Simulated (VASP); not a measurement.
# TlAgTe2 (I-4m2) in VASP: notebook, part 3 of 3

VASP 6.6.1. The steps go on from the part before.

## (5) Electric field gradients, LDA (zz strain of -2 %)

File INCAR:

```
PREC = Accurate
ENCUT = 520
EDIFF = 1E-8
ISMEAR = -1
SIGMA = 0.05
LREAL = False
LASPH = True
NELM = 100
ALGO = Normal
ISIF = 2
LWAVE = False
LCHARG = False
LEFG = True
NBANDS = 26
```

File KPOINTS:

```
Automatic mesh
0
Gamma
  13 13 13
```

File POSCAR:

```
TlAgTe2
1.0
   -1.9600000000      1.9600000000      7.4578000000
    1.9600000000     -1.9600000000      7.4578000000
    1.9600000000      1.9600000000     -7.4578000000
Tl Ag Te
1 1 2
Direct
    0.0000000000      0.0000000000      0.0000000000
    0.7500000000      0.2500000000      0.5000000000
    0.3690000000      0.3690000000      0.0000000000
    0.6310000000      0.6310000000      0.0000000000
```

Potentials or basis: VASP PAW LDA potentials, release 64 (Tl_d, Ag, Te).

The run is started by

```console
cat potpaw_LDA.64/Tl_d/POTCAR potpaw_LDA.64/Ag/POTCAR potpaw_LDA.64/Te/POTCAR > POTCAR
mpirun -np 1 vasp_std > vasp.out
```

OUTCAR:

```text
PREC = Accurate
   ENCUT = 520
   EDIFF = 1E-8
   ISMEAR = -1
   LREAL = False
   LASPH = True
   NELM = 100
   ISIF = 2

 ion  position               nearest neighbor table
   1  0.000  0.000  0.000-   4 3.39   4 3.39   4 3.39   3 3.39   4 3.39   3 3.39   3 3.39   3 3.39

   2  0.750  0.250  0.500-   3 2.64   4 2.64   3 2.64   4 2.64
   3  0.369  0.369  0.000-   2 2.64   2 2.64   1 3.39   1 3.39   1 3.39   1 3.39
   4  0.631  0.631  0.000-   2 2.64   2 2.64   1 3.39   1 3.39   1 3.39   1 3.39

  LATTYP: Found a body centered tetragonal cell.
 ALAT       =     3.9200000000
 C/A-ratio  =     3.8050000000

  Lattice vectors:

 A1 = (  -1.9600000000,   1.9600000000,   7.4578000000)
 A2 = (   1.9600000000,  -1.9600000000,   7.4578000000)
 A3 = (   1.9600000000,   1.9600000000,  -7.4578000000)

Analysis of symmetry for initial positions (statically):
=====================================================================
 Subroutine PRICEL returns:
 Original cell was already a primitive cell.

 Routine SETGRP: Setting up the symmetry group for a
 body centered tetragonal supercell.

 Subroutine GETGRP returns: Found  8 space group operations
 (whereof  8 operations were pure point group operations)
 out of a pool of 16 trial point group operations.

The static configuration has the point symmetry D_2d.

Analysis of symmetry for dynamics (positions and initial velocities):
=====================================================================
 Subroutine PRICEL returns:
 Original cell was already a primitive cell.

 Routine SETGRP: Setting up the symmetry group for a
 body centered tetragonal supercell.

 Subroutine GETGRP returns: Found  8 space group operations
 (whereof  8 operations were pure point group operations)
 out of a pool of 16 trial point group operations.

The dynamic configuration has the point symmetry D_2d.

 Subroutine INISYM returns: Found  8 space group operations
 (whereof  8 operations are pure point group operations),
 and found     1 'primitive' translations

----------------------------------------------------------------------------------------

                                     Primitive cell

  volume of cell :     114.5995

  direct lattice vectors                    reciprocal lattice vectors
    -1.960000000  1.960000000  7.457800000     0.000000000  0.255102041  0.067043900
     1.960000000 -1.960000000  7.457800000     0.255102041  0.000000000  0.067043900
     1.960000000  1.960000000 -7.457800000     0.255102041  0.255102041  0.000000000

  length of vectors
     7.956254197  7.956254197  7.956254197     0.263764925  0.263764925  0.360768766

  position of ions in fractional coordinates (direct lattice)
     0.000000000  0.000000000  0.000000000
     0.750000000  0.250000000  0.500000000
     0.369000000  0.369000000  0.000000000
     0.631000000  0.631000000  0.000000000

  ion indices of the primitive-cell ions
   primitive index   ion index
                 1           1
                 2           2
                 3           3
                 4           4

[... 81 lines left out ...]
   PSTRESS=    0.0 pullay stress
   NELECT =      36.0000    total number of electrons
   NUPDOWN=      -1.0000    fix difference up-down
   EMIN   =  10.00;   EMAX   =-10.00  energy-range for DOS
   EFERMI =   0.00;   METHOD = LEGACY
   ISMEAR =    -1;   SIGMA  =   0.05  broadening in eV -4-tet -1-fermi 0-gaus
   EFERMI_NEDOS =   21; number of points for ismear=-14 and -15
   IALGO  =     38    algorithm
   IMIX   =      4    mixing-type and parameters
     AMIX     =   0.40;   BMIX     =  1.00
     AMIX_MAG =   1.60;   BMIX_MAG =  1.00
  volume/ion in A,a.u.               =      28.65       193.34
  Fermi-wavevector in a.u.,A,eV,Ry     =   1.112879  2.103037 16.850818  1.238500
  Thomas-Fermi vector in A             =   2.249458
   LORBIT       =      0    0 simple, 1 ext, 2 COOP (PROOUT), +10 PAW based schemes
   GGA     = CA    functional components
   LHFCALC =     F    Hartree Fock is set to
   AEXX    =    0.0000 exact exchange contribution
   IVDW    =     0    specifies the selected vdW correction
   LEPSILON=     F    determine dielectric tensor
   LRPA    =     F    only Hartree local field effects (RPA)
 non-spin polarized calculation
  energy-cutoff  :      520.00
  volume of cell :      114.60
 maximum number of plane-waves:      3118
   NGX = 29   NGY = 29   NGZ = 29

 number of electron      36.0000002 magnetization

 Free energy of the ion-electron system (eV)
  ---------------------------------------------------
  ext. energy  EPLUGINS =         0.00000000
  ---------------------------------------------------
  free energy    TOTEN  =       -14.07129667 eV

  energy without entropy =      -14.04429006  energy(sigma->0) =      -14.05779336

 E-fermi :   5.6605     XC(G=0): -10.0462

 val. band max:        5.6603020555   @ k =  -0.2308   0.4615   0.0769
 cond. band min:       5.6607127375   @ k =   0.4615   0.1538  -0.0000
 fundamental gap:      0.0004106820
 Fermi energy:         5.6605037364

 k-point     1 :       0.0000    0.0000    0.0000
  band No.  band energies     occupation
      1      -6.2872      2.00000
      2      -5.3790      2.00000
      3      -5.3183      2.00000
      4      -5.2276      2.00000
      5      -5.1656      2.00000
      6      -5.1656      2.00000
[... 685 lines left out ...]
     25      12.7378      0.00000
     26      13.4729      0.00000

 [... further k-points ...]
[... 5 lines left out ...]
  --------------------------------------------------------------------------------------
  -------------------------------------------------------------------------------------
  Total       -0.8036264     -0.8036264      1.1555602      0.0000000      0.0000000      0.0000000
  in kB      -11.2352282    -11.2352282     16.1554963      0.0000000      0.0000000      0.0000000
  external PRESSURE =      -2.1049867 kB  Pullay stress =       0.0000000 kB

 VOLUME and BASIS-vectors are now :
 -----------------------------------------------------------------------------
  energy-cutoff  :      520.00
  volume of cell :      114.60
      direct lattice vectors                 reciprocal lattice vectors
    -1.960000000  1.960000000  7.457800000     0.000000000  0.255102041  0.067043900
     1.960000000 -1.960000000  7.457800000     0.255102041  0.000000000  0.067043900
     1.960000000  1.960000000 -7.457800000     0.255102041  0.255102041  0.000000000

 POSITION                                       TOTAL-FORCE (eV/Angst)
 -----------------------------------------------------------------------------------
      0.00000      0.00000      0.00000         0.000000     -0.000000      0.000000
      0.00000      1.96000      3.72890         0.000000     -0.000000      0.000000
      0.00000      0.00000      5.50386        -0.000000      0.000000      0.270847
      0.00000      0.00000      9.41174        -0.000000      0.000000     -0.270847
 -----------------------------------------------------------------------------------
    total drift:                                0.000000     -0.000000      0.000000

  FREE ENERGIE OF THE ION-ELECTRON SYSTEM (eV)
  ---------------------------------------------------
  free  energy   TOTEN  =       -14.0712966660 eV

  energy  without entropy=      -14.0442900610  energy(sigma->0) =      -14.05779336

 Electric field gradients (V/A^2)
---------------------------------------------------------------------
 ion       V_xx      V_yy      V_zz      V_xy      V_xz      V_yz
---------------------------------------------------------------------
   1      -7.207    -7.207    14.414     0.001     0.000     0.000
   2      19.615    19.615   -39.229    -0.001    -0.001    -0.001
   3      43.843   117.854  -161.698    -0.000    -0.000    -0.000
   4     117.854    43.843  -161.698    -0.000    -0.000    -0.000
---------------------------------------------------------------------

 Electric field gradients after diagonalization (V/A^2)
 (convention: |V_zz| > |V_xx| > |V_yy|)
----------------------------------------------------------------------
 ion       V_xx      V_yy      V_zz     asymmetry (V_yy - V_xx)/ V_zz
----------------------------------------------------------------------
   1      -7.208    -7.206    14.414       0.000
   2      19.615    19.614   -39.229       0.000
   3     117.854    43.843  -161.698       0.458
   4     117.854    43.843  -161.698       0.458
----------------------------------------------------------------------

           NMR quadrupolar parameters

 Cq : quadrupolar parameter    Cq=e*Q*V_zz/h
 eta: asymmetry parameters     (V_yy - V_xx)/ V_zz
 Q  : nuclear electric quadrupole moment in mb (millibarn)
----------------------------------------------------------------------
 ion       Cq(MHz)       eta       Q (mb)
----------------------------------------------------------------------
   1       0.035       0.000       1.000
   2      -0.095       0.000       1.000
   3      -0.391       0.458       1.000
   4      -0.391       0.458       1.000
----------------------------------------------------------------------
```

OSZICAR:

```text
N       E                     dE             d eps       ncg     rms          rms(c)
DAV:   1     0.184435393439E+03    0.18444E+03   -0.16378E+04 10200   0.121E+03
DAV:   2    -0.731824890459E+01   -0.19175E+03   -0.18619E+03 11626   0.253E+02
DAV:   3    -0.145803418990E+02   -0.72621E+01   -0.71795E+01 12104   0.457E+01
DAV:   4    -0.146730410112E+02   -0.92699E-01   -0.92631E-01 12870   0.546E+00
DAV:   5    -0.146740374055E+02   -0.99639E-03   -0.99638E-03 11802   0.579E-01    0.973E+00
DAV:   6    -0.141517282905E+02    0.52231E+00   -0.34153E+00 10740   0.191E+01    0.820E+00
DAV:   7    -0.140867248720E+02    0.65003E-01   -0.43720E-01 10614   0.612E+00    0.399E+00
DAV:   8    -0.140754377757E+02    0.11287E-01   -0.66908E-02 11108   0.206E+00    0.903E-01
DAV:   9    -0.140713196571E+02    0.41181E-02   -0.18543E-02 10740   0.135E+00    0.312E-01
DAV:  10    -0.140713311684E+02   -0.11511E-04   -0.11968E-03 11412   0.253E-01    0.133E-01
DAV:  11    -0.140712969106E+02    0.34258E-04   -0.14543E-04 11524   0.107E-01    0.377E-02
DAV:  12    -0.140712967927E+02    0.11791E-06   -0.25265E-05 11328   0.289E-02    0.973E-03
DAV:  13    -0.140712967235E+02    0.69207E-07   -0.12776E-06 11058   0.550E-03    0.753E-03
DAV:  14    -0.140712966825E+02    0.41035E-07   -0.73152E-08 11434   0.228E-03    0.200E-03
DAV:  15    -0.140712966655E+02    0.16940E-07   -0.88080E-08 10284   0.291E-03    0.730E-04
DAV:  16    -0.140712966660E+02   -0.43065E-09   -0.13754E-08  5932   0.923E-04
   1 F= -.14071297E+02 E0= -.14057793E+02  d E =-.270066E-01
```

stdout:

```text
POSCAR found type information on POSCAR TlAgTe
 POSCAR found :  3 types and       4 ions
 scaLAPACK will be used
 LDA part: xc-table for (Slater(with rela. corr.)+CA(PZ))
 , standard interpolation
 POSCAR, INCAR and KPOINTS ok, starting setup
 FFT: planning ... GRIDC
 FFT: planning ... GRID_SOFT
 FFT: planning ... GRID
 WAVECAR not read
 entering main loop
ion   1

ion   2

ion   3

ion   4
```

It took 53 min on 1 thread of Intel Xeon 8259CL, shared host; peak memory 0.84 GiB.

What came out:

```yaml
Free_energy: -14.0713 eV
Pressure: -0.2 GPa
Largest_force: 0.271 eV/Å
Band_gap_on_the_k_mesh: zero (bands 18 and 19 overlap by 1.75 eV)
Largest_electric_field_gradient_by_atom: Tl +14.4; Ag -39.2; Te -161.7 V/Å²
```

Forces in eV/Å, atoms in the order of the input:
```
Tl   0.000  0.000  0.000
Ag   0.000  0.000  0.000
Te   0.000  0.000  0.271
Te   0.000  0.000 -0.271
```

Levels at points of the mesh, in eV from the Fermi level:
```csv
k point,band 16,band 17,band 18,band 19,band 20,band 21
"(0.00, 0.00, 0.00)",-0.39,-0.30,0.09,0.09,3.05,4.77
```

Electric field gradients, principal values (V/Å²):
| atom | least | middle | greatest (by size) |
| --- | --- | --- | --- |
| 1 Tl | -7.206 | -7.208 | 14.414 |
| 2 Ag | 19.614 | 19.615 | -39.229 |
| 3 Te | 43.843 | 117.854 | -161.698 |
| 4 Te | 43.843 | 117.854 | -161.698 |

Caveat: the cell differs from its parent crystal (zz strain of -2 %); without QUAD_EFG the Cq values of the log hold for a quadrupole moment of 1 mb, not for the nuclei; spin-orbit coupling is left out, which moves the levels of the heavy elements.

## (6) The runs side by side

| cell | gap on the mesh (eV) | pressure (GPa) | largest force (eV/Å) |
| --- | --- | --- | --- |
| a = 8.045 Å, angles 152.0, 152.0, 40.0°, 4 atoms | none | -0.4 | 0.25 |
| a = 8.099 Å, angles 152.0, 152.0, 40.0°, 4 atoms | none | -1.4 | 0.15 |
| a = 8.153 Å, angles 152.0, 152.0, 40.0°, 4 atoms | none | -2.2 | 0.06 |
| a = 7.956 Å, angles 151.5, 151.5, 40.8°, 4 atoms | none | -0.2 | 0.27 |

Alike in all rows: task electric field gradients; level LDA; potentials or basis VASP PAW LDA potentials, release 64 (Tl_d, Ag, Te); no spin polarisation; k mesh 13 × 13 × 13; cutoff (eV) 520; smearing fermi-dirac 0.05 eV.

Caveats: spin-orbit coupling is left out, which moves the levels of the heavy elements.

Total energies depend on the potentials used, so only differences within one code and one set of settings carry meaning.
